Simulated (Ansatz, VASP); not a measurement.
# I in VASP and in Ansatz

```
CELL_PARAMETERS angstrom
0.00000 2.31731 3.83003
2.14749 0.00000 3.83003
2.14749 2.31731 0.00000
ATOMIC_POSITIONS crystal
I 0.00000 0.00000 0.00000
```

Alike in both runs: task single point; functional r2SCAN; k mesh 9 × 9 × 9; occupations fermi-dirac, width 0.05 eV; no spin polarisation.

|  | VASP | Ansatz |
| --- | --- | --- |
| version | VASP 6.6.1 | Ansatz 0.2.0 |
| potentials or method | VASP PAW PBE potentials, release 64 (I) | Ansatz PAW |
| plane-wave cutoff (eV) | 520 | 500 |
| valence electrons in the cell | 7 | 17 |

VASP gave:

* gap on the k mesh at the Fermi level (eV): none
* pressure (GPa): 1.9
* traceless stress, the component that is largest in VASP (GPa): -1.58

Problem. Which values does Ansatz return?

Solution. gap on the k mesh at the Fermi level (eV): none; pressure (GPa): 2.0; traceless stress, the component that is largest in VASP (GPa): -1.62.

VASP's potentials were made for PBE, not for r2SCAN. A gap of «none» marks a metal or a gap that the smearing closes. With one functional, cell and mesh, what is left measures potentials, basis and numerics. VASP's potentials hold 7 valence electrons a cell and Ansatz's 17, so a difference there can come from the potentials and not from the codes.

Neither program's run includes spin-orbit coupling.
